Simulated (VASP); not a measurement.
# SiC in VASP: a series of runs

The runs below take SiC through single point, with PBE.

All numbers are computed with VASP 6.6.1; they aren't measurements. Logs are shortened: lines on timing, memory, paths and dates and some standing lists are left out, and cuts for length are marked.

### 1 The cell of the first run

The cell holds a slab with vacuum, 8 atoms: a = 3.097 Å, b = 3.097 Å, c = 29.067 Å, α = 90.00°, β = 90.00°, γ = 90.00°.

### 2 Single point, PBE

INCAR reads:

```
PREC = Accurate
ENCUT = 520
EDIFF = 1E-7
ISMEAR = 0
SIGMA = 0.1
LREAL = False
LASPH = True
NELM = 80
ALGO = Normal
ISIF = 2
LWAVE = False
LCHARG = False
LDIPOL = True
IDIPOL = 3
DIPOL = 0.5 0.5 0.392
GGA = PE
NBANDS = 26
```

KPOINTS reads:

```
regular mesh
0
Gamma
  11 11 1
```

POSCAR reads:

```
SiC
1.0
    3.0969355204      0.0000000000      0.0000000000
    0.0000000000      3.0969355204      0.0000000000
    0.0000000000      0.0000000000     29.0669778592
C Si
4 4
Direct
    0.0006223591      0.4994466509      0.2646944005
    0.5006225667     -0.0005676357      0.3351550413
    0.0006220848      0.4994374095      0.4100276185
    0.5006228471     -0.0005669509      0.4852681400
    0.5006230698      0.4994247582      0.2961266343
    0.0006236813     -0.0005642193      0.3712632039
    0.5006232603      0.4994320092      0.4467185460
    0.0006282268     -0.0006699791      0.5249373943
```

Potentials or basis: VASP PAW PBE potentials, release 64 (C, Si).

Command:

```sh
> cat potpaw_PBE.64/C/POTCAR potpaw_PBE.64/Si/POTCAR > POTCAR
> mpirun -np 1 vasp_std > vasp.out
```

OUTCAR:

```text
PREC = Accurate
   ENCUT = 520
   EDIFF = 1E-7
   ISMEAR = 0
   LREAL = False
   LASPH = True
   NELM = 80
   ISIF = 2
   GGA = PE

 ion  position               nearest neighbor table
   1  0.001  0.499  0.265-   5 1.80   5 1.80
   2  0.501  0.999  0.335-   6 1.87   6 1.87   5 1.92   5 1.92
   3  0.001  0.499  0.410-   7 1.88   7 1.88   6 1.92   6 1.92
   4  0.501  0.999  0.485-   7 1.91   7 1.91   8 1.93   8 1.93
   5  0.501  0.499  0.296-   1 1.80   1 1.80   2 1.92   2 1.92   6 3.09   6 3.09   6 3.09   6 3.09

   6  0.001  0.999  0.371-   2 1.87   2 1.87   3 1.92   3 1.92   5 3.09   5 3.09   5 3.09   5 3.09
                             7 3.10   7 3.10   7 3.10   7 3.10
   7  0.501  0.499  0.447-   3 1.88   3 1.88   4 1.91   4 1.91   6 3.10   6 3.10   6 3.10   6 3.10

   8  0.001  0.999  0.525-   4 1.93   4 1.93

  LATTYP: Found a simple tetragonal cell.
 ALAT       =     3.0969355204
 C/A-ratio  =     9.3857226499

  Lattice vectors:

 A1 = (   3.0969355204,   0.0000000000,   0.0000000000)
 A2 = (   0.0000000000,   3.0969355204,   0.0000000000)
 A3 = (   0.0000000000,   0.0000000000,  29.0669778592)

Analysis of symmetry for initial positions (statically):
=====================================================================
 Subroutine PRICEL returns:
 Original cell was already a primitive cell.

 Routine SETGRP: Setting up the symmetry group for a
 simple tetragonal supercell.

 Subroutine GETGRP returns: Found  1 space group operations
 (whereof  1 operations were pure point group operations)
 out of a pool of 16 trial point group operations.

The static configuration has the point symmetry C_1 .

Analysis of symmetry for dynamics (positions and initial velocities):
=====================================================================
 Subroutine PRICEL returns:
 Original cell was already a primitive cell.

 Routine SETGRP: Setting up the symmetry group for a
 simple tetragonal supercell.

 Subroutine GETGRP returns: Found  1 space group operations
 (whereof  1 operations were pure point group operations)
 out of a pool of 16 trial point group operations.

The dynamic configuration has the point symmetry C_1 .

 Subroutine INISYM returns: Found  1 space group operations
 (whereof  1 operations are pure point group operations),
 and found     1 'primitive' translations

----------------------------------------------------------------------------------------

                                     Primitive cell

  volume of cell :     278.7817

  direct lattice vectors                    reciprocal lattice vectors
     3.096935520  0.000000000  0.000000000     0.322899845  0.000000000  0.000000000
     0.000000000  3.096935520  0.000000000     0.000000000  0.322899845  0.000000000
     0.000000000  0.000000000 29.066977859     0.000000000  0.000000000  0.034403301

  length of vectors
     3.096935520  3.096935520 29.066977859     0.322899845  0.322899845  0.034403301

  position of ions in fractional coordinates (direct lattice)
     0.000622359  0.499446651  0.264694400
     0.500622567  0.999432364  0.335155041
     0.000622085  0.499437409  0.410027619
     0.500622847  0.999433049  0.485268140
     0.500623070  0.499424758  0.296126634
     0.000623681  0.999435781  0.371263204
     0.500623260  0.499432009  0.446718546
     0.000628227  0.999330021  0.524937394

  ion indices of the primitive-cell ions
   primitive index   ion index
                 1           1
                 2           2
                 3           3
                 4           4
                 5           5
                 6           6
                 7           7
                 8           8

----------------------------------------------------------------------------------------

 KPOINTS: regular mesh

Automatic generation of k-mesh.
 Grid dimensions read from file:
 generate k-points for:   11   11    1

 Generating k-lattice:

  Cartesian coordinates                     Fractional coordinates (reciprocal lattice)
     0.029354531  0.000000000  0.000000000     0.090909091  0.000000000  0.000000000
     0.000000000  0.029354531  0.000000000     0.000000000  0.090909091  0.000000000
     0.000000000  0.000000000  0.034403301     0.000000000  0.000000000  1.000000000

  Length of vectors
     0.029354531  0.029354531  0.034403301

  Shift w.r.t. Gamma in fractional coordinates (k-lattice)
     0.000000000  0.000000000  0.000000000

 Subroutine IBZKPT returns following result:
 ===========================================

 Found     61 irreducible k-points:

 Following reciprocal coordinates:
            Coordinates               Weight
  0.000000  0.000000  0.000000      1.000000
  0.090909  0.000000  0.000000      2.000000
  0.000000  0.090909  0.000000      2.000000
  0.181818  0.000000  0.000000      2.000000
  0.000000  0.181818  0.000000      2.000000
  0.272727  0.000000  0.000000      2.000000
[... 16 lines left out ...]
 -0.090909  0.363636  0.000000      2.000000
 -0.363636  0.090909  0.000000      2.000000
 [... further k-points ...]
   k-points           NKPTS =     61   k-points in BZ     NKDIM =     61   number of bands    NBANDS=     26
   number of dos      NEDOS =    301   number of ions     NIONS =      8
   total plane-waves  NPLWV = 124416
   dimension x,y,z NGX =    24 NGY =   24 NGZ =  216
   dimension x,y,z NGXF=    48 NGYF=   48 NGZF=  432
   ions per type =               4   4
   NGX,Y,Z   is equivalent  to a cutoff of  12.88, 12.88, 12.35 a.u.
   NGXF,Y,Z  is equivalent  to a cutoff of  25.77, 25.77, 24.71 a.u.
 SYSTEM =  unknown system
   PREC   = accura    normal or accurate (medium, high low for compatibility)
   ISTART =      0    job   : 0-new  1-cont  2-samecut
   ICHARG =      2    charge: 1-file 2-atom 10-const
   ISPIN  =      1    spin polarized calculation?
   LNONCOLLINEAR =      F non collinear calculations
   LSORBIT =      F    spin-orbit coupling
   LASPH  =      T    aspherical Exc in radial PAW
   ENCUT  =  520.0 eV  38.22 Ry    6.18 a.u.   5.76  5.76 54.05*2*pi/ulx,y,z
   NELM   =     80;   NELMIN=  2; NELMDL= -5     # of ELM steps
   EDIFF  = 0.1E-06   stopping-criterion for ELM
   LREAL  =      F    real-space projection
   EDIFFG = 0.1E-05   stopping-criterion for IOM
   NSW    =      0    number of steps for IOM
   IBRION =     -1    ionic relax: 0-MD 1-quasi-New 2-CG
   NFREE  =      0    steps in history (QN), initial steepest desc. (CG)
   ISIF   =      2    stress and relaxation
   ISYM   =      2    0-nonsym 1-usesym 2-fastsym
   POTIM  = 0.5000    time-step for ionic-motion
   TEBEG  =    0.0;   TEEND  =   0.0 temperature during run
   PSTRESS=    0.0 pullay stress
   NELECT =      32.0000    total number of electrons
   NUPDOWN=      -1.0000    fix difference up-down
   EMIN   =  10.00;   EMAX   =-10.00  energy-range for DOS
   EFERMI =   0.00;   METHOD = LEGACY
   ISMEAR =     0;   SIGMA  =   0.10  broadening in eV -4-tet -1-fermi 0-gaus
   EFERMI_NEDOS =   21; number of points for ismear=-14 and -15
   IALGO  =     38    algorithm
   IMIX   =      4    mixing-type and parameters
     AMIX     =   0.40;   BMIX     =  1.00
     AMIX_MAG =   1.60;   BMIX_MAG =  1.00
  volume/ion in A,a.u.               =      34.85       235.16
  Fermi-wavevector in a.u.,A,eV,Ry     =   0.795616  1.503496  8.612550  0.633005
  Thomas-Fermi vector in A             =   1.901979
   LORBIT       =      0    0 simple, 1 ext, 2 COOP (PROOUT), +10 PAW based schemes
   GGA     = PE    functional components
   LHFCALC =     F    Hartree Fock is set to
   AEXX    =    0.0000 exact exchange contribution
   IVDW    =     0    specifies the selected vdW correction
   LEPSILON=     F    determine dielectric tensor
   LRPA    =     F    only Hartree local field effects (RPA)
 non-spin polarized calculation
 Gauss-broadening in eV      SIGMA  =   0.10
  energy-cutoff  :      520.00
  volume of cell :      278.78
 maximum number of plane-waves:      7540
   NGX = 11   NGY = 11   NGZ =109

 dipolmoment           0.000000      0.000000      0.004700 electrons x Angstroem

 number of electron      31.9999996 magnetization

 dipolmoment           0.000000      0.000000     -0.069628 electrons x Angstroem

 Free energy of the ion-electron system (eV)
  ---------------------------------------------------
  ext. energy  EPLUGINS =         0.00000000
  ---------------------------------------------------
  free energy    TOTEN  =       -54.31150942 eV

  energy without entropy =      -54.29295697  energy(sigma->0) =      -54.30223319

 E-fermi :  -1.9331     XC(G=0):  -4.1324

 val. band max:       -1.9406026818   @ k =  -0.2727   0.4545   0.0000
 cond. band min:      -1.9297134192   @ k =   0.2727   0.0000   0.0000
 fundamental gap:      0.0108892626
 Fermi energy:        -1.9331025115

 k-point     1 :       0.0000    0.0000    0.0000
  band No.  band energies     occupation
      1     -17.2108      2.00000
      2     -16.1283      2.00000
      3     -14.5431      2.00000
      4     -12.5609      2.00000
      5      -9.3376      2.00000
      6      -6.9060      2.00000
[... 18 lines left out ...]
     25       4.4093      0.00000
     26       4.4337      0.00000

 k-point     2 :       0.0909    0.0000    0.0000
  band No.  band energies     occupation
      1     -17.1054      2.00000
      2     -16.0279      2.00000
      3     -14.4542      2.00000
      4     -12.4864      2.00000
      5      -9.3223      2.00000
      6      -7.0436      2.00000
[... 18 lines left out ...]
     25       4.3227      0.00000
[... 608 lines left out ...]
     25       5.3837      0.00000
     26       5.6349      0.00000

 k-point    24 :      -0.3636    0.0909    0.0000
  band No.  band energies     occupation
      1     -15.4896      2.00000
      2     -14.5681      2.00000
      3     -13.5232      2.00000
      4     -12.1093      2.00000
      5      -9.9708      2.00000
      6      -9.5729      2.00000
[... 18 lines left out ...]
     25       5.4752      0.00000
     26       5.7776      0.00000

 [... further k-points ...]

------------------------ aborting loop because EDIFF is reached ----------------------------------------

 vacuum level on the upper side and lower side of the slab       (xc-potential included)        -0.758         0.521

  FORCE on cell =-STRESS in cart. coord.  units (eV):
  Direction    XX          YY          ZZ          XY          YZ          ZX
  --------------------------------------------------------------------------------------
  -------------------------------------------------------------------------------------
  Total        3.6889027     -5.8201015     -1.2747799     -0.0000000      0.0001761     -0.0003752
  in kB       21.2003767    -33.4485223     -7.3262474     -0.0000002      0.0010122     -0.0021565
  external PRESSURE =      -6.5247977 kB  Pullay stress =       0.0000000 kB

 VOLUME and BASIS-vectors are now :
 -----------------------------------------------------------------------------
  energy-cutoff  :      520.00
  volume of cell :      278.78
      direct lattice vectors                 reciprocal lattice vectors
     3.096935520  0.000000000  0.000000000     0.322899845  0.000000000  0.000000000
     0.000000000  3.096935520  0.000000000     0.000000000  0.322899845  0.000000000
     0.000000000  0.000000000 29.066977859     0.000000000  0.000000000  0.034403301

 POSITION                                       TOTAL-FORCE (eV/Angst)
 -----------------------------------------------------------------------------------
      0.00193      1.54675      7.69387         0.000086     -0.000021     -0.024237
      1.55040      3.09518      9.74194         0.000060     -0.000143     -0.285946
      0.00193      1.54673     11.91826         0.000074     -0.000085     -0.460377
      1.55040      3.09518     14.10528         0.000180     -0.000155      0.198679
      1.55040      1.54669      8.60751        -0.000071      0.000277      0.080010
      0.00193      3.09519     10.79150        -0.000092     -0.000023      0.464013
      1.55040      1.54671     12.98476        -0.000047     -0.000189      0.753629
      0.00195      3.09486     15.25834        -0.000190      0.000339     -0.725771
 -----------------------------------------------------------------------------------
    total drift:                                0.000094     -0.000040      0.000058

  FREE ENERGIE OF THE ION-ELECTRON SYSTEM (eV)
  ---------------------------------------------------
  free  energy   TOTEN  =       -54.3115094153 eV

  energy  without entropy=      -54.2929569707  energy(sigma->0) =      -54.30223319

 vacuum level on the upper side and lower side of the slab         3.690         4.994
```

It took 31 min on 1 thread of Intel Xeon 8259CL, shared host; peak memory 0.56 GiB.

Results:

```
Free energy            : -54.3115 eV
Largest force          : 0.754 eV/Å
Band gap on the k mesh : zero (band 16 reaches -1.85 eV, above the bottom of band 17 at -2.39 eV)
```

Forces in eV/Å, atoms in the order of the input:
```
C    0.000  0.000 -0.024
C    0.000  0.000 -0.286
C    0.000  0.000 -0.460
C    0.000  0.000  0.199
Si   0.000  0.000  0.080
Si   0.000  0.000  0.464
Si   0.000  0.000  0.754
Si   0.000  0.000 -0.726
```

### 3 Single point, PBE

This run uses another cell than the first one, of 36.21 Å³/atom, 1.039 times its volume.

INCAR reads:

```
PREC = Accurate ; ENCUT = 520
EDIFF = 1E-6 ; ISMEAR = 0
SIGMA = 0.1 ; LREAL = False
LASPH = True ; NELM = 60
ALGO = Normal ; ISIF = 2
LWAVE = False ; LCHARG = False
LDIPOL = True ; IDIPOL = 3
DIPOL = 0.5 0.5 0.383 ; GGA = PE
NBANDS = 26
```

KPOINTS reads:

```
Automatic mesh
0
Gamma
  11 11 1
```

POSCAR reads:

```
SiC
1.0
    3.0969355204      0.0000000000      0.0000000000
    0.0000000000      3.0969355204      0.0000000000
    0.0000000000      0.0000000000     30.2069778592
C Si
4 4
Direct
   -0.0341996724      0.6782409590      0.2611513249
    0.4660238447      0.1661398377      0.3287489595
   -0.0337840153      0.6649626800      0.4007455875
    0.4661352018      0.1647456989      0.4730467051
    0.4658268424      0.6649116100      0.2915908872
   -0.0340462731      0.1649066523      0.3642402580
    0.4659696840      0.6647739231      0.4369016415
   -0.0359993253      0.1644244944      0.5099128778
```

Potentials or basis: VASP PAW PBE potentials, release 64 (C, Si).

Command:

```sh
> cat potpaw_PBE.64/C/POTCAR potpaw_PBE.64/Si/POTCAR > POTCAR
> mpirun -np 1 vasp_std > vasp.out
```

Run time: 22 min. Hardware: 1 thread of Intel Xeon 8259CL, shared host; peak memory 0.61 GiB.

The run converged. Its results:

| Quantity | Value |
| --- | --- |
| Free energy | -54.3406 eV |
| Largest force | 0.092 eV/Å |
| Band gap on the k mesh | zero (band 16 reaches -1.98 eV, above the bottom of band 17 at -2.53 eV) |

Forces in eV/Å, atoms in the order of the input:
```
C    0.003 -0.008  0.029
C   -0.005 -0.006  0.049
C   -0.014 -0.001  0.091
C   -0.084 -0.001  0.014
Si   0.000  0.010 -0.039
Si   0.006  0.002 -0.059
Si   0.006 -0.001 -0.062
Si   0.088  0.005 -0.022
```

Levels at points of the mesh, in eV from the Fermi level:
```csv
k point,band 12,band 13,band 14,band 15,band 16,band 17,band 18,band 19,band 20,band 21
"(0.00, 0.00, 0.00)",-1.64,-1.20,-0.81,-0.66,-0.24,1.53,1.72,3.15,4.31,4.61
```
